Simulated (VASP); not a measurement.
# KMgF3 (Pm-3m) in VASP: a series of runs

Aim: see how the results for KMgF3 move with the level of theory and the settings. Levels: PBEsol+D3(BJ), PBEsol+D4, PBEsol. Tasks: single point.

Everything below comes from runs of VASP 6.6.1. Logs are shortened: lines on timing, memory, paths and dates and some standing lists are left out, and cuts for length are marked.

## Step 1: The cell of the first run

Symmetry: Pm-3m, No. 221, cubic system. The conventional cell has a = 3.961 Å, b = 3.961 Å, c = 3.961 Å, α = 90.00°, β = 90.00°, γ = 90.00°. K (site symmetry m-3m) has 12 F at 2.80 Å and 8 Mg at 3.43 Å within 3.7 Å. Mg (site symmetry m-3m) has 6 F at 1.98 Å within 2.6 Å. Within 2.6 Å of F (site symmetry 4/mmm) lie 2 Mg at 1.98 Å.

## Step 2: Single point, PBEsol+D3(BJ)

Input file INCAR:

```
  PREC = Accurate
  ENCUT = 520
  EDIFF = 1E-6
  ISMEAR = -1
  SIGMA = 0.05
  LREAL = False
  LASPH = True
  NELM = 100
  ALGO = Normal
  ISIF = 2
  LWAVE = False
  LCHARG = False
  GGA = PS
  IVDW = 12
  NBANDS = 24
```

Input file KPOINTS:

```
Automatic mesh
0
Gamma
  7 7 7
```

Input file POSCAR:

```
KMgF3
1.0
    3.9608159073      0.0000000000      0.0000000000
    0.0000000000      3.9608159073      0.0000000000
    0.0000000000      0.0000000000      3.9608159073
K Mg F
1 1 3
Direct
    0.5000000000      0.5000000000      0.5000000000
    0.0000000000      0.0000000000      0.0000000000
    0.0000000000      0.0000000000      0.5000000000
    0.0000000000      0.5000000000      0.0000000000
    0.5000000000      0.0000000000      0.0000000000
```

Potentials or basis: VASP PAW PBE potentials, release 64 (K_sv, Mg, F).

On the command line:

```bash
$ cat potpaw_PBE.64/K_sv/POTCAR potpaw_PBE.64/Mg/POTCAR potpaw_PBE.64/F/POTCAR > POTCAR
$ mpirun -np 1 vasp_std > vasp.out
```

OUTCAR:

```text
PREC = Accurate
   ENCUT = 520
   EDIFF = 1E-6
   ISMEAR = -1
   LREAL = False
   LASPH = True
   NELM = 100
   ISIF = 2
   GGA = PS
   IVDW = 12
 IVDW          = 12

 ion  position               nearest neighbor table
   1  0.500  0.500  0.500-   3 2.80   4 2.80   5 2.80   4 2.80   5 2.80   3 2.80   5 2.80   5 2.80
                             3 2.80   4 2.80   4 2.80   3 2.80   2 3.43   2 3.43   2 3.43   2 3.43
   2  0.000  0.000  0.000-   3 1.98   4 1.98   5 1.98   3 1.98   4 1.98   5 1.98   1 3.43   1 3.43
                             1 3.43   1 3.43   1 3.43   1 3.43   1 3.43   1 3.43
   3  0.000  0.000  0.500-   2 1.98   2 1.98   1 2.80   1 2.80   1 2.80   1 2.80
   4  0.000  0.500  0.000-   2 1.98   2 1.98   1 2.80   1 2.80   1 2.80   1 2.80
   5  0.500  0.000  0.000-   2 1.98   2 1.98   1 2.80   1 2.80   1 2.80   1 2.80

  LATTYP: Found a simple cubic cell.
 ALAT       =     3.9608159073

  Lattice vectors:

 A1 = (   3.9608159073,   0.0000000000,   0.0000000000)
 A2 = (   0.0000000000,   3.9608159073,   0.0000000000)
 A3 = (   0.0000000000,   0.0000000000,   3.9608159073)

Analysis of symmetry for initial positions (statically):
=====================================================================
 Subroutine PRICEL returns:
 Original cell was already a primitive cell.

 Routine SETGRP: Setting up the symmetry group for a
 simple cubic supercell.

 Subroutine GETGRP returns: Found 48 space group operations
 (whereof 48 operations were pure point group operations)
 out of a pool of 48 trial point group operations.

The static configuration has the point symmetry O_h .

Analysis of symmetry for dynamics (positions and initial velocities):
=====================================================================
 Subroutine PRICEL returns:
 Original cell was already a primitive cell.

 Routine SETGRP: Setting up the symmetry group for a
 simple cubic supercell.

 Subroutine GETGRP returns: Found 48 space group operations
 (whereof 48 operations were pure point group operations)
 out of a pool of 48 trial point group operations.

The dynamic configuration has the point symmetry O_h .

 Subroutine INISYM returns: Found 48 space group operations
 (whereof 48 operations are pure point group operations),
 and found     1 'primitive' translations

----------------------------------------------------------------------------------------

                                     Primitive cell
[... 92 lines left out ...]
   EDIFF  = 0.1E-05   stopping-criterion for ELM
   LREAL  =      F    real-space projection
   EDIFFG = 0.1E-04   stopping-criterion for IOM
   NSW    =      0    number of steps for IOM
   IBRION =     -1    ionic relax: 0-MD 1-quasi-New 2-CG
   NFREE  =      0    steps in history (QN), initial steepest desc. (CG)
   ISIF   =      2    stress and relaxation
   ISYM   =      2    0-nonsym 1-usesym 2-fastsym
   POTIM  = 0.5000    time-step for ionic-motion
   TEBEG  =    0.0;   TEEND  =   0.0 temperature during run
   PSTRESS=    0.0 pullay stress
   NELECT =      32.0000    total number of electrons
   NUPDOWN=      -1.0000    fix difference up-down
   EMIN   =  10.00;   EMAX   =-10.00  energy-range for DOS
   EFERMI =   0.00;   METHOD = LEGACY
   ISMEAR =    -1;   SIGMA  =   0.05  broadening in eV -4-tet -1-fermi 0-gaus
   EFERMI_NEDOS =   21; number of points for ismear=-14 and -15
   IALGO  =     38    algorithm
   IMIX   =      4    mixing-type and parameters
     AMIX     =   0.40;   BMIX     =  1.00
     AMIX_MAG =   1.60;   BMIX_MAG =  1.00
  volume/ion in A,a.u.               =      12.43        83.86
  Fermi-wavevector in a.u.,A,eV,Ry     =   1.312221  2.479737 23.428181  1.721923
  Thomas-Fermi vector in A             =   2.442628
   LORBIT       =      0    0 simple, 1 ext, 2 COOP (PROOUT), +10 PAW based schemes
   GGA     = PS    functional components
   LHFCALC =     F    Hartree Fock is set to
   AEXX    =    0.0000 exact exchange contribution
   IVDW    =    12    specifies the selected vdW correction
   LEPSILON=     F    determine dielectric tensor
   LRPA    =     F    only Hartree local field effects (RPA)
 non-spin polarized calculation
  energy-cutoff  :      520.00
  volume of cell :       62.14
 maximum number of plane-waves:      1743
 NGX is ok and might be reduce to    30
   NGX = 15   NGY = 15   NGZ = 15

 number of electron      31.9999961 magnetization

 Free energy of the ion-electron system (eV)
  ---------------------------------------------------
  ext. energy  EPLUGINS =         0.00000000
  ---------------------------------------------------
  free energy    TOTEN  =       -25.25557393 eV

  energy without entropy =      -25.25557393  energy(sigma->0) =      -25.25557393

 E-fermi :  -0.4120     XC(G=0): -10.0435

 val. band max:       -1.6447508736   @ k =   0.4286   0.4286   0.4286
 cond. band min:       5.6528203899   @ k =   0.0000   0.0000   0.0000
 fundamental gap:      7.2975712635
 Fermi energy:        -0.4119525175

 k-point     1 :       0.0000    0.0000    0.0000
  band No.  band energies     occupation
      1     -27.0505      2.00000
      2     -21.6733      2.00000
      3     -20.9782      2.00000
      4     -20.9782      2.00000
      5     -10.6186      2.00000
      6     -10.6186      2.00000
[... 529 lines left out ...]
     23      13.6571      0.00000
     24      13.7958      0.00000

------------------------ aborting loop because EDIFF is reached ----------------------------------------

 Edisp (eV)   -0.76544

 E8    (eV) :    -0.4977

  FORCE on cell =-STRESS in cart. coord.  units (eV):
  Direction    XX          YY          ZZ          XY          YZ          ZX
  --------------------------------------------------------------------------------------
  -------------------------------------------------------------------------------------
  Total      -0.26676    -0.26676    -0.26676    -0.00000    -0.00000    -0.00000
  in kB      -6.87817    -6.87817    -6.87817    -0.00000    -0.00000    -0.00000
  external pressure =       -6.88 kB  Pullay stress =        0.00 kB

 VOLUME and BASIS-vectors are now :
 -----------------------------------------------------------------------------
  energy-cutoff  :      520.00
  volume of cell :       62.14
      direct lattice vectors                 reciprocal lattice vectors
     3.960815907  0.000000000  0.000000000     0.252473234  0.000000000  0.000000000
     0.000000000  3.960815907  0.000000000     0.000000000  0.252473234  0.000000000
     0.000000000  0.000000000  3.960815907     0.000000000  0.000000000  0.252473234

 POSITION                                       TOTAL-FORCE (eV/Angst)
 -----------------------------------------------------------------------------------
      1.98041      1.98041      1.98041         0.000000      0.000000      0.000000
      0.00000      0.00000      0.00000         0.000000      0.000000      0.000000
      0.00000      0.00000      1.98041         0.000000      0.000000      0.000000
      0.00000      1.98041      0.00000         0.000000      0.000000      0.000000
      1.98041      0.00000      0.00000         0.000000      0.000000      0.000000
 -----------------------------------------------------------------------------------
    total drift:                                0.000000     -0.000000      0.000000

  FREE ENERGIE OF THE ION-ELECTRON SYSTEM (eV)
  ---------------------------------------------------
  free  energy   TOTEN  =       -26.0210153239 eV

  energy  without entropy=      -26.0210153239  energy(sigma->0) =      -26.02101532
```

It took 30 s on 1 thread of Intel Xeon Platinum 8488C (Sapphire Rapids), shared host; peak memory 0.19 GiB.

What came out:

* Free energy: -26.0210 eV
* Pressure: -0.7 GPa
* Band gap on the k mesh: 7.30 eV (least direct gap 7.59 eV)
* Dispersion energy per atom: -0.153 eV

Levels at points of the mesh, in eV from the valence-band top:
| k point | band 12 | band 13 | band 14 | band 15 | band 16 | band 17 | band 18 | band 19 | band 20 | band 21 |
| --- | --- | --- | --- | --- | --- | --- | --- | --- | --- | --- |
| (0.00, 0.00, 0.00) | -0.62 | -0.62 | -0.29 | -0.29 | -0.29 | 7.30 | 10.00 | 10.00 | 12.22 | 12.22 |

Caveat: three body term missing; the PAW data sets were made with another functional, which shifts forces and pressure a little; an odd mesh through Γ misses points on the zone boundary, where band edges can lie.

## Step 3: Single point, PBEsol+D4

This run uses another cell than the first one, of 12.61 Å³/atom.

INCAR: that of step 2 with these lines changed.

```diff
@@ -11,5 +11,7 @@
   LWAVE = False
-  LCHARG = False
+  LCHARG = True
   GGA = PS
-  IVDW = 12
+  IVDW = 13
+  LELF = True
+  LVHAR = True
   NBANDS = 24
```

KPOINTS is that of step 2.

POSCAR: that of step 2 with these lines changed.

```diff
@@ -2,5 +2,5 @@
 1.0
-    3.9608159073      0.0000000000      0.0000000000
-    0.0000000000      3.9608159073      0.0000000000
-    0.0000000000      0.0000000000      3.9608159073
+    3.9802317137      0.0000000000      0.0000000000
+    0.0000000000      3.9802317137      0.0000000000
+    0.0000000000      0.0000000000      3.9802317137
 K Mg F
```

Potentials or basis: VASP PAW PBE potentials, release 64 (K_sv, Mg, F).

On the command line:

```bash
$ cat potpaw_PBE.64/K_sv/POTCAR potpaw_PBE.64/Mg/POTCAR potpaw_PBE.64/F/POTCAR > POTCAR
$ mpirun -np 1 vasp_std > vasp.out
```

It took 32 s on 1 thread of Intel Xeon Platinum 8488C (Sapphire Rapids), shared host; peak memory 0.18 GiB.

The run converged. Its results:

```
Free energy                : -25.5142 eV
Pressure                   : -0.4 GPa
Band gap on the k mesh     : 7.19 eV (least direct gap 7.48 eV)
Dispersion energy per atom : -0.050 eV
```

Levels at points of the mesh, in eV from the valence-band top:
```
           k point  band 12  band 13  band 14  band 15  band 16  band 17  band 18  band 19  band 20  band 21
(0.00, 0.00, 0.00)    -0.60    -0.60    -0.29    -0.29    -0.29     7.19     9.98     9.98    12.18    12.18
```

Caveat: the PAW data sets were made with another functional, which shifts forces and pressure a little; an odd mesh through Γ misses points on the zone boundary, where band edges can lie.

## Step 4: Single point, PBEsol

This run uses another cell than the first one, of 12.71 Å³/atom.

Input file INCAR:

```
  PREC = Accurate
  ENCUT = 520
  EDIFF = 1E-7
  ISMEAR = -1
  SIGMA = 0.05
  LREAL = False
  LASPH = True
  NELM = 60
  ALGO = Normal
  ISIF = 2
  LWAVE = False
  LCHARG = False
  GGA = PS
  NBANDS = 24
```

KPOINTS is that of step 3.

POSCAR: that of step 3 with these lines changed.

```diff
@@ -2,5 +2,5 @@
 1.0
-    3.9802317137      0.0000000000      0.0000000000
-    0.0000000000      3.9802317137      0.0000000000
-    0.0000000000      0.0000000000      3.9802317137
+    3.9908634563      0.0000000000      0.0000000000
+    0.0000000000      3.9908634563      0.0000000000
+    0.0000000000      0.0000000000      3.9908634563
 K Mg F
```

Potentials or basis: VASP PAW PBE potentials, release 64 (K_sv, Mg, F).

On the command line:

```bash
$ cat potpaw_PBE.64/K_sv/POTCAR potpaw_PBE.64/Mg/POTCAR potpaw_PBE.64/F/POTCAR > POTCAR
$ mpirun -np 1 vasp_std > vasp.out
```

OUTCAR:

```text
PREC = Accurate
   ENCUT = 520
   EDIFF = 1E-7
   ISMEAR = -1
   LREAL = False
   LASPH = True
   NELM = 60
   ISIF = 2
   GGA = PS

 ion  position               nearest neighbor table
   1  0.500  0.500  0.500-   3 2.82   4 2.82   5 2.82   4 2.82   5 2.82   3 2.82   5 2.82   5 2.82
                             3 2.82   4 2.82   4 2.82   3 2.82   2 3.46   2 3.46   2 3.46   2 3.46
   2  0.000  0.000  0.000-   3 2.00   4 2.00   5 2.00   3 2.00   4 2.00   5 2.00   1 3.46   1 3.46
                             1 3.46   1 3.46   1 3.46   1 3.46   1 3.46   1 3.46
   3  0.000  0.000  0.500-   2 2.00   2 2.00   1 2.82   1 2.82   1 2.82   1 2.82
   4  0.000  0.500  0.000-   2 2.00   2 2.00   1 2.82   1 2.82   1 2.82   1 2.82
[... 739 lines left out ...]
  Total       -0.1391401     -0.1391401     -0.1391401     -0.0000000      0.0000000     -0.0000000
  in kB       -3.5072144     -3.5072144     -3.5072144     -0.0000000      0.0000000     -0.0000000
  external PRESSURE =      -3.5072144 kB  Pullay stress =       0.0000000 kB

 VOLUME and BASIS-vectors are now :
 -----------------------------------------------------------------------------
  energy-cutoff  :      520.00
  volume of cell :       63.56
      direct lattice vectors                 reciprocal lattice vectors
     3.990863456  0.000000000  0.000000000     0.250572341  0.000000000  0.000000000
     0.000000000  3.990863456  0.000000000     0.000000000  0.250572341  0.000000000
     0.000000000  0.000000000  3.990863456     0.000000000  0.000000000  0.250572341

 POSITION                                       TOTAL-FORCE (eV/Angst)
 -----------------------------------------------------------------------------------
      1.99543      1.99543      1.99543         0.000000      0.000000      0.000000
      0.00000      0.00000      0.00000         0.000000      0.000000      0.000000
      0.00000      0.00000      1.99543         0.000000      0.000000      0.000000
      0.00000      1.99543      0.00000         0.000000      0.000000      0.000000
      1.99543      0.00000      0.00000         0.000000      0.000000      0.000000
 -----------------------------------------------------------------------------------
    total drift:                                0.000000     -0.000000      0.000000

  FREE ENERGIE OF THE ION-ELECTRON SYSTEM (eV)
  ---------------------------------------------------
  free  energy   TOTEN  =       -25.2630896319 eV

  energy  without entropy=      -25.2630896319  energy(sigma->0) =      -25.26308963
```

OSZICAR:

```text
N       E                     dE             d eps       ncg     rms          rms(c)
DAV:   1     0.218594267270E+03    0.21859E+03   -0.17490E+04  1000   0.128E+03
DAV:   2    -0.150618120269E+02   -0.23366E+03   -0.22369E+03  1200   0.340E+02
DAV:   3    -0.266450724721E+02   -0.11583E+02   -0.11514E+02  1368   0.699E+01
DAV:   4    -0.271344061191E+02   -0.48933E+00   -0.48927E+00  1272   0.877E+00
DAV:   5    -0.271367757948E+02   -0.23697E-02   -0.23697E-02  1288   0.679E-01    0.813E+00
DAV:   6    -0.252938878044E+02    0.18429E+01   -0.58069E+00  1136   0.173E+01    0.404E+00
DAV:   7    -0.252733625702E+02    0.20525E-01   -0.23944E-01  1168   0.274E+00    0.239E+00
DAV:   8    -0.252636152269E+02    0.97473E-02   -0.66810E-02  1192   0.238E+00    0.312E-01
DAV:   9    -0.252629309459E+02    0.68428E-03   -0.14062E-02  1240   0.819E-01    0.139E-01
DAV:  10    -0.252631156215E+02   -0.18468E-03   -0.84026E-04  1144   0.201E-01    0.106E-01
DAV:  11    -0.252630917106E+02    0.23911E-04   -0.98225E-05  1192   0.765E-02    0.377E-02
DAV:  12    -0.252630895514E+02    0.21592E-05   -0.34048E-05  1232   0.450E-02    0.319E-03
DAV:  13    -0.252630897616E+02   -0.21015E-06   -0.20070E-06  1200   0.808E-03    0.179E-03
DAV:  14    -0.252630896404E+02    0.12116E-06   -0.20243E-07  1064   0.269E-03    0.122E-03
DAV:  15    -0.252630896319E+02    0.85088E-08   -0.42227E-08   856   0.174E-03
   1 F= -.25263090E+02 E0= -.25263090E+02  d E =-.174187E-10
```

It took 30 s on 1 thread of Intel Xeon Platinum 8488C (Sapphire Rapids), shared host; peak memory 0.18 GiB.

What came out:

| Quantity | Value |
| --- | --- |
| Free energy | -25.2631 eV |
| Pressure | -0.4 GPa |
| Band gap on the k mesh | 7.13 eV (least direct gap 7.42 eV) |

Caveat: the PAW data sets were made with another functional, which shifts forces and pressure a little; an odd mesh through Γ misses points on the zone boundary, where band edges can lie.

## Step 5: Overview

```csv
level,cell,gap on the mesh (eV),pressure (GPa)
PBEsol+D3(BJ),"a = 3.961 Å, 5 atoms",7.30,-0.7
PBEsol+D4,"a = 3.980 Å, 5 atoms",7.19,-0.4
PBEsol,"a = 3.991 Å, 5 atoms",7.13,-0.4
```

Alike in all rows: task single point; potentials or basis VASP PAW PBE potentials, release 64 (K_sv, Mg, F); no spin polarisation; k mesh 7 × 7 × 7; cutoff (eV) 520; smearing fermi-dirac 0.05 eV.

Caveats: the PAW data sets were made with another functional, which shifts forces and pressure a little; an odd mesh through Γ misses points on the zone boundary, where band edges can lie; three body term missing (at least some runs).

Absolute energies hang on the potentials; compare differences alone.
